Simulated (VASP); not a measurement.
# Ga2PN (I-42d) in VASP: relaxation of cell and atoms with PBE

Aim: the relaxation of cell and atoms of Ga2PN with PBE.

All numbers are computed with VASP 6.6.1; they aren't measurements. Logs are shortened: lines on timing, memory, paths and dates and some standing lists are left out, and cuts for length are marked.

### 1 The cell of the first run

The structure is tetragonal, space group I-42d (No. 122). Conventional cell: a = 4.706 Å, b = 4.706 Å, c = 9.411 Å, α = 90.00°, β = 90.00°, γ = 90.00°. Within 2.7 Å of N (site symmetry -4) lie 4 Ga at 2.04 Å. Within 2.7 Å of Ga (site symmetry 2) lie 2 N at 2.04 Å and 2 P at 2.04 Å. P (site symmetry -4) has 4 Ga at 2.04 Å within 2.7 Å.

### 2 Relaxation of cell and atoms, PBE

INCAR

```
PREC = Accurate ; ENCUT = 600
EDIFF = 1E-7 ; ISMEAR = -1
SIGMA = 0.02 ; LREAL = F
LASPH = T ; NELM = 100
ALGO = Normal ; ISIF = 3
LWAVE = F ; LCHARG = F
GGA = PE ; IBRION = 2
NSW = 80 ; EDIFFG = -0.005
```

KPOINTS

```
Automatic mesh
0
Gamma
  8 8 8
```

POSCAR

```
Ga2PN
1.0
   -2.3527600820      2.3527600820      4.7055201639
    2.3527600820     -2.3527600820      4.7055201639
    2.3527600820      2.3527600820     -4.7055201639
N Ga P
2 4 2
Direct
    0.0000000000      0.0000000000      0.0000000000
    0.2500000000      0.7500000000      0.5000000000
    0.6250000000      0.6250000000      0.5000000000
    0.8750000000      0.3750000000      0.0000000000
    0.1250000000      0.1250000000      0.5000000000
    0.3750000000      0.8750000000      0.0000000000
    0.5000000000      0.5000000000      0.0000000000
    0.7500000000      0.2500000000      0.5000000000
```

Potentials or basis: VASP PAW PBE potentials, release 64 (N, Ga_d, P).

Run with:

```
> cat potpaw_PBE.64/N/POTCAR potpaw_PBE.64/Ga_d/POTCAR potpaw_PBE.64/P/POTCAR > POTCAR
> mpirun -np 1 vasp_std > vasp.out
```

OUTCAR:

```text
PREC = Accurate
   ENCUT = 600
   EDIFF = 1E-7
   ISMEAR = -1
   LREAL = F
   LASPH = T
   NELM = 100
   ISIF = 3
   GGA = PE
   IBRION = 2
   NSW = 80
   EDIFFG = -0.005

 ion  position               nearest neighbor table
   1  0.000  0.000  0.000-   4 2.04   5 2.04   6 2.04   3 2.04
   2  0.250  0.750  0.500-   3 2.04   5 2.04   6 2.04   4 2.04
   3  0.625  0.625  0.500-   1 2.04   2 2.04   8 2.04   7 2.04
   4  0.875  0.375  0.000-   1 2.04   2 2.04   7 2.04   8 2.04
   5  0.125  0.125  0.500-   2 2.04   7 2.04   8 2.04   1 2.04
   6  0.375  0.875  0.000-   1 2.04   7 2.04   8 2.04   2 2.04
   7  0.500  0.500  0.000-   3 2.04   4 2.04   6 2.04   5 2.04
   8  0.750  0.250  0.500-   3 2.04   4 2.04   5 2.04   6 2.04

  LATTYP: Found a body centered tetragonal cell.
 ALAT       =     4.7055201640
 C/A-ratio  =     2.0000000000

  Lattice vectors:

 A1 = (  -2.3527600820,   2.3527600820,   4.7055201639)
 A2 = (   2.3527600820,  -2.3527600820,   4.7055201639)
 A3 = (   2.3527600820,   2.3527600820,  -4.7055201639)

Analysis of symmetry for initial positions (statically):
=====================================================================
 Subroutine PRICEL returns:
 Original cell was already a primitive cell.

 Routine SETGRP: Setting up the symmetry group for a
 body centered tetragonal supercell.

 Subroutine GETGRP returns: Found  8 space group operations
 (whereof  4 operations were pure point group operations)
 out of a pool of 16 trial point group operations.

The static configuration has the point symmetry S_4 .
 The point group associated with its full space group is D_2d.

Analysis of symmetry for dynamics (positions and initial velocities):
=====================================================================
 Subroutine PRICEL returns:
 Original cell was already a primitive cell.

 Routine SETGRP: Setting up the symmetry group for a
 body centered tetragonal supercell.

 Subroutine GETGRP returns: Found  8 space group operations
 (whereof  4 operations were pure point group operations)
 out of a pool of 16 trial point group operations.

The dynamic configuration has the point symmetry S_4 .
 The point group associated with its full space group is D_2d.

 Subroutine INISYM returns: Found  8 space group operations
 (whereof  4 operations are pure point group operations),
 and found     1 'primitive' translations

----------------------------------------------------------------------------------------

                                     Primitive cell

  volume of cell :     104.1893

  direct lattice vectors                    reciprocal lattice vectors
[... 121 lines left out ...]
  Fermi-wavevector in a.u.,A,eV,Ry     =   1.447365  2.735123 28.502369  2.094865
  Thomas-Fermi vector in A             =   2.565328
   LORBIT       =      0    0 simple, 1 ext, 2 COOP (PROOUT), +10 PAW based schemes
   GGA     = PE    functional components
   LHFCALC =     F    Hartree Fock is set to
   AEXX    =    0.0000 exact exchange contribution
   IVDW    =     0    specifies the selected vdW correction
   LEPSILON=     F    determine dielectric tensor
   LRPA    =     F    only Hartree local field effects (RPA)
 conjugate gradient relaxation of ions
 non-spin polarized calculation
  energy-cutoff  :      600.00
  volume of cell :      104.19
 maximum number of plane-waves:      3511
 NGX is ok and might be reduce to    48
   NGX = 23   NGY = 23   NGZ = 23

--------------------------------------- Ionic step        1  -------------------------------------------

 number of electron      72.0000001 magnetization

 Free energy of the ion-electron system (eV)
  ---------------------------------------------------
  ext. energy  EPLUGINS =         0.00000000
  ---------------------------------------------------
  free energy    TOTEN  =       -36.05699643 eV

  energy without entropy =      -36.05699643  energy(sigma->0) =      -36.05699643

------------------------ aborting loop because EDIFF is reached ----------------------------------------

  FORCE on cell =-STRESS in cart. coord.  units (eV):
  Direction    XX          YY          ZZ          XY          YZ          ZX
  --------------------------------------------------------------------------------------
  -------------------------------------------------------------------------------------
  Total       27.3060622     27.3060622     28.2004213      0.0000000     -0.0000000      0.0000000
  in kB      419.9008378    419.9008378    433.6539062      0.0000000     -0.0000000      0.0000000
  external PRESSURE =     424.4851940 kB  Pullay stress =       0.0000000 kB
[... 29 lines left out ...]
--------------------------------------- Ionic step        2  -------------------------------------------

 number of electron      72.0000008 magnetization

 E-fermi :   2.6121     XC(G=0):  -9.3616

 val. band max:        2.5953877542   @ k =   0.0000   0.0000   0.0000
 cond. band min:       3.1306297591   @ k =   0.1250  -0.0000   0.0000
 fundamental gap:      0.5352420048
 Fermi energy:         2.6120739992

 k-point     1 :       0.0000    0.0000    0.0000
  band No.  band energies     occupation
      1     -12.0597      2.00000
      2     -11.9688      2.00000
      3     -11.6443      2.00000
      4     -11.6101      2.00000
      5     -11.5896      2.00000
      6     -11.5896      2.00000
[... 1172 lines left out ...]
  FREE ENERGIE OF THE ION-ELECTRON SYSTEM (eV)
  ---------------------------------------------------
  free  energy   TOTEN  =       -41.1162253337 eV

  energy  without entropy=      -41.1162253337  energy(sigma->0) =      -41.11622533

[... ionic steps 4 to 8 ...]

--------------------------------------- Ionic step        9  -------------------------------------------

 number of electron      72.0000000 magnetization

------------------------ aborting loop because EDIFF is reached ----------------------------------------
[... 79 lines left out ...]
--------------------------------------- Ionic step       11  -------------------------------------------

 number of electron      72.0000004 magnetization

 Free energy of the ion-electron system (eV)
  ---------------------------------------------------
  ext. energy  EPLUGINS =         0.00000000
  ---------------------------------------------------
  free energy    TOTEN  =       -41.48098411 eV

  energy without entropy =      -41.48098411  energy(sigma->0) =      -41.48098411

 E-fermi :   5.3770     XC(G=0): -10.6112

 val. band max:        4.9552945859   @ k =   0.0000   0.0000   0.0000
 cond. band min:       6.0896711346   @ k =   0.0000   0.0000   0.0000
 fundamental gap:      1.1343765487
 Fermi energy:         5.3769881538

 k-point     1 :       0.0000    0.0000    0.0000
  band No.  band energies     occupation
      1     -10.6138      2.00000
      2     -10.2516      2.00000
      3      -9.3598      2.00000
      4      -9.2515      2.00000
      5      -9.2377      2.00000
      6      -9.2377      2.00000
[... 1130 lines left out ...]
  FREE ENERGIE OF THE ION-ELECTRON SYSTEM (eV)
  ---------------------------------------------------
  free  energy   TOTEN  =       -41.4809841056 eV

  energy  without entropy=      -41.4809841056  energy(sigma->0) =      -41.48098411

 reached required accuracy - stopping structural energy minimisation
```

OSZICAR:

```text
N       E                     dE             d eps       ncg     rms          rms(c)
DAV:   1     0.771189812428E+03    0.77119E+03   -0.36274E+04  5295   0.324E+03
DAV:   2     0.108250959983E+03   -0.66294E+03   -0.64454E+03  5202   0.736E+02
[... 129 lines left out ...]
DAV:   1    -0.414827301253E+02   -0.20338E-02   -0.65201E-02  5483   0.161E+00    0.323E-01
DAV:   2    -0.414816743093E+02    0.10558E-02   -0.35987E-03  6055   0.796E-01    0.194E-01
DAV:   3    -0.414809356771E+02    0.73863E-03   -0.64171E-04  6358   0.397E-01    0.954E-03
DAV:   4    -0.414809833313E+02   -0.47654E-04   -0.48187E-04  5463   0.176E-01    0.873E-03
DAV:   5    -0.414809842470E+02   -0.91579E-06   -0.18879E-05  8427   0.347E-02    0.586E-03
DAV:   6    -0.414809840376E+02    0.20946E-06   -0.95196E-07  5804   0.119E-02    0.183E-03
DAV:   7    -0.414809841056E+02   -0.68005E-07   -0.22881E-07  4667   0.528E-03
  11 F= -.41480984E+02 E0= -.41480984E+02  d E =-.799127E-03
```

CONTCAR:

```text
Ga2PN
   1.00000000000000
    -2.5229679127893561    2.5229679127893561    4.9525362135733815
     2.5229679127893561   -2.5229679127893561    4.9525362135733815
     2.5229679127893561    2.5229679127893561   -4.9525362135733815
  N               Ga              P
     2     4     2
Direct
     0.0000000000000000    0.0000000000000000    0.0000000000000000
     0.2500000000000000    0.7500000000000000    0.5000000000000000
     0.6250000000000000    0.6823687839011847    0.5573687839011847
     0.9323687839011847    0.3750000000000000    0.0573687839011847
     0.1250000000000000    0.0676312160988153    0.4426312160988153
     0.3176312160988153    0.8750000000000000    0.9426312160988153
     0.5000000000000000    0.5000000000000000    0.0000000000000000
     0.7500000000000000    0.2500000000000000    0.5000000000000000

  0.00000000E+00  0.00000000E+00  0.00000000E+00
  0.00000000E+00  0.00000000E+00  0.00000000E+00
  0.00000000E+00  0.00000000E+00  0.00000000E+00
  0.00000000E+00  0.00000000E+00  0.00000000E+00
  0.00000000E+00  0.00000000E+00  0.00000000E+00
  0.00000000E+00  0.00000000E+00  0.00000000E+00
  0.00000000E+00  0.00000000E+00  0.00000000E+00
  0.00000000E+00  0.00000000E+00  0.00000000E+00
```

Wall time 31 min (1 thread of Intel Xeon 6975P-C (Granite Rapids), shared host); peak memory 0.53 GiB.

What came out:

```yaml
Free_energy: -41.4810 eV
Relaxed_volume: 15.76 Å³/atom
Relaxed_cell: a = 6.104 Å, b = 6.104 Å, c = 6.104 Å, α = 131.17°, β = 131.17°, γ = 71.54°
Space_group_after_relaxing_to_0.1_Å: I-42d (No. 122)
Energy_gained_by_relaxing: 678.0 meV/atom
Ionic_steps: 11
Pressure_after_relaxing: 0.0 GPa
Largest_force_after_relaxing: 0.004 eV/Å
Band_gap_on_the_k_mesh: 1.13 eV
```

Forces on the atoms (eV/Å):
```
N    0.000  0.000  0.000
N    0.000  0.000  0.000
Ga  -0.004  0.000  0.000
Ga   0.000 -0.004  0.000
Ga   0.004  0.000  0.000
Ga   0.000  0.004  0.000
P    0.000  0.000  0.000
P    0.000  0.000  0.000
```

Step by step:
```csv
step,energy change (eV),largest force (eV/Å),pressure (GPa),volume (Å³)
1,0.0000,6.4336,42.45,104.19
2,-2.7757,0.4801,-16.39,165.36
3,-5.0592,1.0778,-5.39,134.43
4,-5.0696,1.1964,-4.43,133.10
5,-5.0702,1.2730,-3.81,132.27
6,-5.3749,0.5462,-0.38,126.93
7,-5.4100,0.1778,1.54,124.52
8,-5.4224,0.0625,-0.42,126.57
9,-5.4232,0.0153,-0.03,126.15
10,-5.4237,0.0105,0.00,126.13
11,-5.4240,0.0043,0.02,126.10
```

Final structure:
```xyz
8
Lattice="-2.5230 2.5230 4.9525 2.5230 -2.5230 4.9525 2.5230 2.5230 -4.9525" Properties=species:S:1:pos:R:3 pbc="T T T"
N     0.0000    0.0000    0.0000
N     2.5230    0.0000    2.4763
Ga    1.5510    1.2615    3.7144
Ga   -1.2615    1.5510    6.1907
Ga    0.9720    1.2615   -1.2381
Ga    3.7845    0.9720    1.2381
P     0.0000    0.0000    4.9525
P     0.0000    2.5230    2.4763
```

Caveat: the volume moved by over 15 % at a fixed basis, so the end points are rough.
